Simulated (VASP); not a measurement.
Eu: single point with PBE

Eu:

```xyz
1
Lattice="-2.3030 2.3030 2.3030 2.3030 -2.3030 2.3030 2.3030 2.3030 -2.3030" Properties=species:S:1:pos:R:3 pbc="T T T"
Eu    0.0000    0.0000    0.0000
```

```
Program             : VASP 6.6.1
Task                : single point
Functional          : PBE
Potentials or basis : VASP PAW PBE potentials, release 64 (Eu)
Cutoff              : 520 eV
k mesh              : 7 × 7 × 7
Occupations         : fermi-dirac, width 0.05 eV
Spin                : collinear spin, ferromagnetic start
Starting moments    : [7.0] μB
Fixed moment        : 7 μB
```

The pressure is -1.9 GPa and the net moment is 7.00 μB per cell. The site moments are Eu +6.62 μB and the valence electrons inside the program's atomic spheres are Eu 14.71.

It took 41 s on 1 thread of AMD EPYC 7R13 Processor (Zen 3) (shared host), peak memory 0.18 GiB.

Caveat: the total moment is fixed, so each spin has its own Fermi level. The state reached can hang on the start; a lower one may exist.
